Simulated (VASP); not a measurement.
# Al2O3 (R-3c) in VASP: a series of runs, part 3 of 3

VASP 6.6.1. The steps go on from the part before.

### Step 6. Single point, r2SCAN (strain -0.025 along x and y, +0.050 along z)

File POSCAR:

```
Al2O3
1.0
    2.3200821653      1.3395000627      4.5482176037
   -2.3200821653      1.3395000627      4.5482176037
    0.0000000000     -2.6790001254      4.5482176036
Al O
4 6
Direct
    0.8519165699      0.8519165699      0.8519165699
    0.6480834301      0.6480834301      0.6480834301
    0.1480834301      0.1480834301      0.1480834301
    0.3519165699      0.3519165699      0.3519165699
    0.0563854984      0.4436145016      0.7500000000
    0.7500000000      0.0563854984      0.4436145016
    0.4436145016      0.7500000000      0.0563854984
    0.9436145016      0.5563854984      0.2500000000
    0.2500000000      0.9436145016      0.5563854984
    0.5563854984      0.2500000000      0.9436145016
```

File INCAR.step1:

```
ALGO = Normal ; EDIFF = 1E-4
ENCUT = 520 ; GGA = PE
ISMEAR = 0 ; LASPH = T
LCHARG = F ; LREAL = F
LWAVE = T ; NBANDS = 35
NELM = 100 ; PREC = Accurate
SIGMA = 0.05
```

File INCAR.step2:

```
ALGO = Normal ; EDIFF = 1E-6
ENCUT = 520 ; ISIF = 2
ISMEAR = 0 ; ISTART = 1
LASPH = T ; LCHARG = F
LMIXTAU = T ; LREAL = F
LWAVE = F ; METAGGA = R2SCAN
NBANDS = 35 ; NELM = 100
PREC = Accurate ; SIGMA = 0.05
```

File KPOINTS:

```
k-points
0
Gamma
  6 6 6
```

Potentials or basis: VASP PAW PBE potentials, release 64 (Al, O).

Command:

```console
> cat potpaw_PBE.64/Al/POTCAR potpaw_PBE.64/O/POTCAR > POTCAR
> cp INCAR.step1 INCAR
> mpirun -np 1 vasp_std > vasp.out
> cp INCAR.step2 INCAR
> mpirun -np 1 vasp_std > vasp.out
```

OUTCAR:

```text
EDIFF = 1E-6
   ENCUT = 520
   ISIF = 2
   ISMEAR = 0
   ISTART = 1
   LASPH = T
   LREAL = F
   METAGGA = R2SCAN
   NELM = 100
   PREC = Accurate

 ion  position               nearest neighbor table
   1  0.852  0.852  0.852-  10 1.84   8 1.84   9 1.84   6 1.99   5 1.99   7 1.99   3 2.73   3 2.73
                             3 2.73   2 2.78   2 3.21   2 3.21   2 3.21
   2  0.648  0.648  0.648-   9 1.84   8 1.84  10 1.84   7 1.99   5 1.99   6 1.99   4 2.73   4 2.73
                             4 2.73   1 2.78   1 3.21   1 3.21   1 3.21
   3  0.148  0.148  0.148-   7 1.84   5 1.84   6 1.84   9 1.99   8 1.99  10 1.99   1 2.73   1 2.73
                             1 2.73   4 2.78   4 3.21   4 3.21   4 3.21
   4  0.352  0.352  0.352-   6 1.84   5 1.84   7 1.84  10 1.99   8 1.99   9 1.99   2 2.73   2 2.73
                             2 2.73   3 2.78   3 3.21   3 3.21   3 3.21
   5  0.056  0.444  0.750-   3 1.84   4 1.84   1 1.99   2 1.99
   6  0.750  0.056  0.444-   4 1.84   3 1.84   1 1.99   2 1.99
   7  0.444  0.750  0.056-   3 1.84   4 1.84   2 1.99   1 1.99
   8  0.944  0.556  0.250-   1 1.84   2 1.84   3 1.99   4 1.99
   9  0.250  0.944  0.556-   2 1.84   1 1.84   3 1.99   4 1.99
  10  0.556  0.250  0.944-   1 1.84   2 1.84   4 1.99   3 1.99

  LATTYP: Found a trigonal (rhomboedric) cell.
 ALAT       =     5.2785722542
 COS(alpha) =     0.6136296551

  Lattice vectors:

 A1 = (   2.3200821653,   1.3395000627,   4.5482176037)
 A2 = (  -2.3200821653,   1.3395000627,   4.5482176037)
 A3 = (   0.0000000000,  -2.6790001254,   4.5482176036)

Analysis of symmetry for initial positions (statically):
=====================================================================
 Subroutine PRICEL returns:
 Original cell was already a primitive cell.

 Routine SETGRP: Setting up the symmetry group for a
 trigonal (rhombohedral) supercell.

 Subroutine GETGRP returns: Found 12 space group operations
[... 160 lines left out ...]
   METAGGA = R2SCAN    functional components
   LHFCALC =     F    Hartree Fock is set to
   AEXX    =    0.0000 exact exchange contribution
   IVDW    =     0    specifies the selected vdW correction
   LEPSILON=     F    determine dielectric tensor
   LRPA    =     F    only Hartree local field effects (RPA)
 non-spin polarized calculation
 Gauss-broadening in eV      SIGMA  =   0.05
  energy-cutoff  :      520.00
  volume of cell :       84.81
 maximum number of plane-waves:      2308
   NGX = 19   NGY = 19   NGZ = 19

 number of electron      47.9999995 magnetization

 Free energy of the ion-electron system (eV)
  ---------------------------------------------------
  ext. energy  EPLUGINS =         0.00000000
  ---------------------------------------------------
  free energy    TOTEN  =       -95.83151523 eV

  energy without entropy =      -95.83151523  energy(sigma->0) =      -95.83151523

 E-fermi :   6.2684     XC(G=0): -12.2367

 val. band max:        5.9790260848   @ k =   0.0000   0.0000   0.0000
 cond. band min:      12.8751721358   @ k =   0.0000   0.0000   0.0000
 fundamental gap:      6.8961460510
 Fermi energy:         6.2684475022

 k-point     1 :       0.0000    0.0000    0.0000
  band No.  band energies     occupation
      1     -14.4661      2.00000
      2     -12.4719      2.00000
      3     -11.7851      2.00000
      4     -11.7851      2.00000
      5     -11.5279      2.00000
      6     -11.5279      2.00000
[... 901 lines left out ...]
     34      20.1751      0.00000
     35      20.4757      0.00000

 [... further k-points ...]

------------------------ aborting loop because EDIFF is reached ----------------------------------------

  FORCE on cell =-STRESS in cart. coord.  units (eV):
  Direction    XX          YY          ZZ          XY          YZ          ZX
  --------------------------------------------------------------------------------------
  -------------------------------------------------------------------------------------
  Total        6.6317081      6.6317081    -11.2320733      0.0000000      0.0000000      0.0000000
  in kB      125.2845157    125.2845157   -212.1934240      0.0000000      0.0000000      0.0000000
  external PRESSURE =      12.7918691 kB  Pullay stress =       0.0000000 kB

 VOLUME and BASIS-vectors are now :
 -----------------------------------------------------------------------------
  energy-cutoff  :      520.00
  volume of cell :       84.81
      direct lattice vectors                 reciprocal lattice vectors
     2.320082165  1.339500063  4.548217604     0.215509609  0.124424531  0.073288783
    -2.320082165  1.339500063  4.548217604    -0.215509609  0.124424531  0.073288783
     0.000000000 -2.679000125  4.548217604     0.000000000 -0.248849061  0.073288783

 POSITION                                       TOTAL-FORCE (eV/Angst)
 -----------------------------------------------------------------------------------
      0.00000      0.00000     11.62411         0.000000      0.000000     -0.440009
      0.00000      0.00000      8.84287         0.000000      0.000000      0.440009
      0.00000      0.00000      2.02055         0.000000      0.000000      0.440009
      0.00000      0.00000      4.80178         0.000000      0.000000     -0.440009
     -0.89840     -1.33950      5.68527         0.180089      0.000000      0.000000
      1.60924     -0.10829      5.68527        -0.090044      0.155962      0.000000
     -0.71084      1.44779      5.68527        -0.090044     -0.155962     -0.000000
      0.89840      1.33950      7.95938        -0.180089      0.000000      0.000000
     -1.60924      0.10829      7.95938         0.090044     -0.155962     -0.000000
      0.71084     -1.44779      7.95938         0.090044      0.155962      0.000000
 -----------------------------------------------------------------------------------
    total drift:                               -0.000000      0.000000      0.000000

  FREE ENERGIE OF THE ION-ELECTRON SYSTEM (eV)
  ---------------------------------------------------
  free  energy   TOTEN  =       -95.8315152324 eV

  energy  without entropy=      -95.8315152324  energy(sigma->0) =      -95.83151523
```

Run time: 2.5 min. Hardware: 1 thread of Intel Xeon 6975P-C (Granite Rapids), shared host; peak memory 0.28 GiB.

Results:

```
Free energy            : -95.8315 eV
Pressure               : 1.3 GPa
Largest force          : 0.440 eV/Å
Band gap on the k mesh : 6.90 eV
```

Forces on the atoms (eV/Å):
```
Al   0.000  0.000 -0.440
Al   0.000  0.000  0.440
Al   0.000  0.000  0.440
Al   0.000  0.000 -0.440
O    0.180  0.000  0.000
O   -0.090  0.156  0.000
O   -0.090 -0.156  0.000
O   -0.180  0.000  0.000
O    0.090 -0.156  0.000
O    0.090  0.156  0.000
```

Caveat: the cell differs from its parent crystal (strain -0.025 along x and y, +0.050 along z); the stress differs along the axes, from -21 to 13 GPa; the PAW data sets were made with another functional, which shifts forces and pressure a little.

### Step 7. Single point, r2SCAN (strain +0.025 along x and y, -0.050 along z)

POSCAR: that of step 6 with these lines changed.

```diff
@@ -2,5 +2,5 @@
 1.0
-    2.3200821653      1.3395000627      4.5482176037
-   -2.3200821653      1.3395000627      4.5482176037
-    0.0000000000     -2.6790001254      4.5482176036
+    2.4390607379      1.4081923736      4.1150540224
+   -2.4390607379      1.4081923736      4.1150540224
+    0.0000000000     -2.8163847472      4.1150540223
 Al O
```

File INCAR.step1:

```
ALGO = Normal
EDIFF = 1E-4
ENCUT = 520
GGA = PE
ISMEAR = 0
LASPH = True
LCHARG = False
LREAL = False
LWAVE = True
NBANDS = 35
NELM = 80
PREC = Accurate
SIGMA = 0.05
```

File INCAR.step2:

```
ALGO = Normal
EDIFF = 1E-6
ENCUT = 520
ISIF = 2
ISMEAR = 0
ISTART = 1
LASPH = True
LCHARG = False
LMIXTAU = True
LREAL = False
LWAVE = False
METAGGA = R2SCAN
NBANDS = 35
NELM = 80
PREC = Accurate
SIGMA = 0.05
```

KPOINTS is that of step 6.

Potentials or basis: VASP PAW PBE potentials, release 64 (Al, O).

Command:

```console
> cat potpaw_PBE.64/Al/POTCAR potpaw_PBE.64/O/POTCAR > POTCAR
> cp INCAR.step1 INCAR
> mpirun -np 1 vasp_std > vasp.out
> cp INCAR.step2 INCAR
> mpirun -np 1 vasp_std > vasp.out
```

OUTCAR:

```text
EDIFF = 1E-6
   ENCUT = 520
   ISIF = 2
   ISMEAR = 0
   ISTART = 1
   LASPH = True
   LREAL = False
   METAGGA = R2SCAN
   NELM = 80
   PREC = Accurate

 ion  position               nearest neighbor table
   1  0.852  0.852  0.852-   8 1.87  10 1.87   9 1.87   6 1.95   5 1.95   7 1.95   2 2.52   3 2.85
                             3 2.85   3 2.85   2 3.24   2 3.24   2 3.24
   2  0.648  0.648  0.648-   8 1.87   9 1.87  10 1.87   7 1.95   5 1.95   6 1.95   1 2.52   4 2.85
                             4 2.85   4 2.85   1 3.24   1 3.24   1 3.24
   3  0.148  0.148  0.148-   5 1.87   7 1.87   6 1.87   9 1.95   8 1.95  10 1.95   4 2.52   1 2.85
                             1 2.85   1 2.85   4 3.24   4 3.24   4 3.24
   4  0.352  0.352  0.352-   5 1.87   6 1.87   7 1.87  10 1.95   8 1.95   9 1.95   3 2.52   2 2.85
                             2 2.85   2 2.85   3 3.24   3 3.24   3 3.24
   5  0.056  0.444  0.750-   3 1.87   4 1.87   1 1.95   2 1.95
   6  0.750  0.056  0.444-   4 1.87   3 1.87   1 1.95   2 1.95
   7  0.444  0.750  0.056-   3 1.87   4 1.87   2 1.95   1 1.95
   8  0.944  0.556  0.250-   1 1.87   2 1.87   3 1.95   4 1.95
   9  0.250  0.944  0.556-   2 1.87   1 1.87   3 1.95   4 1.95
  10  0.556  0.250  0.944-   1 1.87   2 1.87   4 1.95   3 1.95

  LATTYP: Found a trigonal (rhomboedric) cell.
 ALAT       =     4.9865511781
 COS(alpha) =     0.5215080178

  Lattice vectors:

 A1 = (   2.4390607379,   1.4081923736,   4.1150540224)
 A2 = (  -2.4390607379,   1.4081923736,   4.1150540224)
 A3 = (   0.0000000000,  -2.8163847472,   4.1150540223)

Analysis of symmetry for initial positions (statically):
=====================================================================
 Subroutine PRICEL returns:
 Original cell was already a primitive cell.

 Routine SETGRP: Setting up the symmetry group for a
 trigonal (rhombohedral) supercell.

 Subroutine GETGRP returns: Found 12 space group operations
 (whereof  6 operations were pure point group operations)
 out of a pool of 12 trial point group operations.

The static configuration has the point symmetry S_6 .
[... 161 lines left out ...]
   LRPA    =     F    only Hartree local field effects (RPA)
 non-spin polarized calculation
 Gauss-broadening in eV      SIGMA  =   0.05
  energy-cutoff  :      520.00
  volume of cell :       84.80
 maximum number of plane-waves:      2304
 NGX is ok and might be reduce to    40
   NGX = 19   NGY = 19   NGZ = 19

 number of electron      48.0000000 magnetization

 Free energy of the ion-electron system (eV)
  ---------------------------------------------------
  ext. energy  EPLUGINS =         0.00000000
  ---------------------------------------------------
  free energy    TOTEN  =       -95.83273223 eV

  energy without entropy =      -95.83273223  energy(sigma->0) =      -95.83273223

 E-fermi :   6.4518     XC(G=0): -12.2479

 val. band max:        6.2387239671   @ k =   0.0000   0.0000   0.0000
 cond. band min:      12.6989023386   @ k =   0.0000   0.0000   0.0000
 fundamental gap:      6.4601783715
 Fermi energy:         6.4517691867

 k-point     1 :       0.0000    0.0000    0.0000
  band No.  band energies     occupation
      1     -14.4196      2.00000
      2     -11.9241      2.00000
      3     -11.9241      2.00000
      4     -11.7908      2.00000
      5     -11.5561      2.00000
      6     -11.5561      2.00000
[... 901 lines left out ...]
     34      20.2843      0.00000
     35      20.4496      0.00000

 [... further k-points ...]

------------------------ aborting loop because EDIFF is reached ----------------------------------------

  FORCE on cell =-STRESS in cart. coord.  units (eV):
  Direction    XX          YY          ZZ          XY          YZ          ZX
  --------------------------------------------------------------------------------------
  -------------------------------------------------------------------------------------
  Total       -6.0117221     -6.0117221     11.0961420      0.0000000     -0.0000000      0.0000000
  in kB     -113.5790112   -113.5790112    209.6385732      0.0000000     -0.0000000      0.0000000
  external PRESSURE =      -5.8398164 kB  Pullay stress =       0.0000000 kB

 VOLUME and BASIS-vectors are now :
 -----------------------------------------------------------------------------
  energy-cutoff  :      520.00
  volume of cell :       84.80
      direct lattice vectors                 reciprocal lattice vectors
     2.439060738  1.408192374  4.115054022     0.204996945  0.118355041  0.081003392
    -2.439060738  1.408192374  4.115054022    -0.204996945  0.118355041  0.081003392
     0.000000000 -2.816384747  4.115054022     0.000000000 -0.236710083  0.081003392

 POSITION                                       TOTAL-FORCE (eV/Angst)
 -----------------------------------------------------------------------------------
      0.00000      0.00000     10.51705         0.000000      0.000000      0.657453
      0.00000      0.00000      8.00069         0.000000      0.000000     -0.657453
      0.00000      0.00000      1.82811         0.000000     -0.000000     -0.657453
      0.00000      0.00000      4.34447         0.000000      0.000000      0.657453
     -0.94448     -1.40819      5.14382        -0.177559     -0.000000     -0.000000
      1.69177     -0.11384      5.14382         0.088780     -0.153771     -0.000000
     -0.74729      1.52204      5.14382         0.088780      0.153771      0.000000
      0.94448      1.40819      7.20134         0.177559     -0.000000     -0.000000
     -1.69177      0.11384      7.20134        -0.088780      0.153771      0.000000
      0.74729     -1.52204      7.20134        -0.088780     -0.153771     -0.000000
 -----------------------------------------------------------------------------------
    total drift:                                0.000000      0.000000      0.000000

  FREE ENERGIE OF THE ION-ELECTRON SYSTEM (eV)
  ---------------------------------------------------
  free  energy   TOTEN  =       -95.8327322275 eV

  energy  without entropy=      -95.8327322275  energy(sigma->0) =      -95.83273223
```

OSZICAR.step1:

```text
N       E                     dE             d eps       ncg     rms          rms(c)
DAV:   1     0.221795543142E+03    0.22180E+03   -0.25364E+04  2240   0.131E+03
DAV:   2    -0.699342541081E+02   -0.29173E+03   -0.28253E+03  2850   0.285E+02
DAV:   3    -0.823616066708E+02   -0.12427E+02   -0.12383E+02  2896   0.598E+01
DAV:   4    -0.824545997965E+02   -0.92993E-01   -0.92943E-01  2765   0.597E+00
DAV:   5    -0.824557110539E+02   -0.11113E-02   -0.11111E-02  2776   0.647E-01    0.176E+01
DAV:   6    -0.742963851568E+02    0.81593E+01   -0.27952E+01  2714   0.284E+01    0.595E+00
DAV:   7    -0.743268713063E+02   -0.30486E-01   -0.88478E-01  2688   0.464E+00    0.329E+00
DAV:   8    -0.743407462163E+02   -0.13875E-01   -0.96939E-02  2753   0.234E+00    0.655E-01
DAV:   9    -0.743439200499E+02   -0.31738E-02   -0.22088E-02  2912   0.800E-01    0.321E-01
DAV:  10    -0.743445947771E+02   -0.67473E-03   -0.89440E-04  2501   0.178E-01    0.953E-02
DAV:  11    -0.743445693148E+02    0.25462E-04   -0.40227E-04  2725   0.116E-01
   1 F= -.74344569E+02 E0= -.74344569E+02  d E =-.492637E-11
```

It took 2.6 min on 1 thread of Intel Xeon 6975P-C (Granite Rapids), shared host; peak memory 0.28 GiB.

Results:

```yaml
Free_energy: -95.8327 eV
Pressure: -0.6 GPa
Largest_force: 0.657 eV/Å
Band_gap_on_the_k_mesh: 6.46 eV
```

Forces on the atoms (eV/Å):
```
Al   0.000  0.000  0.657
Al   0.000  0.000 -0.657
Al   0.000  0.000 -0.657
Al   0.000  0.000  0.657
O   -0.178  0.000  0.000
O    0.089 -0.154  0.000
O    0.089  0.154  0.000
O    0.178  0.000  0.000
O   -0.089  0.154  0.000
O   -0.089 -0.154  0.000
```

Stress tensor (GPa, compression positive):
```
-11.36   0.00   0.00
  0.00 -11.36   0.00
  0.00   0.00  20.96
```

Caveat: the cell differs from its parent crystal (strain +0.025 along x and y, -0.050 along z); the stress differs along the axes, from -11 to 21 GPa; the PAW data sets were made with another functional, which shifts forces and pressure a little.

### Step 8. Summary

```tsv
cell	gap on the mesh (eV)	pressure (GPa)	largest force (eV/Å)
a = 4.948 Å, angles 57.5°, 10 atoms	7.33	13.6	0.46
a = 5.093 Å, angles 54.2°, 10 atoms	7.82	14.3	0.26
a = 5.038 Å, angles 56.4°, 10 atoms	7.26	6.0	0.18
a = 5.186 Å, angles 53.2°, 10 atoms	7.37	7.4	0.38
a = 5.279 Å, angles 52.1°, 10 atoms	6.90	1.3	0.44
a = 4.987 Å, angles 58.6°, 10 atoms	6.46	-0.6	0.66
```

Alike in all rows: task single point; level r2SCAN; potentials or basis VASP PAW PBE potentials, release 64 (Al, O); no spin polarisation; k mesh 6 × 6 × 6; cutoff (eV) 520; smearing gaussian 0.05 eV.

Caveats: the PAW data sets were made with another functional, which shifts forces and pressure a little; the stress differs along the axes, from 6 to 29 GPa (at least some runs); the stress differs along the axes, from 6 to 19 GPa (at least some runs); the stress differs along the axes, from 2 to 13 GPa (at least some runs); the stress differs along the axes, from -9 to 15 GPa (at least some runs); the stress differs along the axes, from -21 to 13 GPa (at least some runs); the stress differs along the axes, from -11 to 21 GPa (at least some runs).

Absolute energies hang on the potentials; compare differences alone.
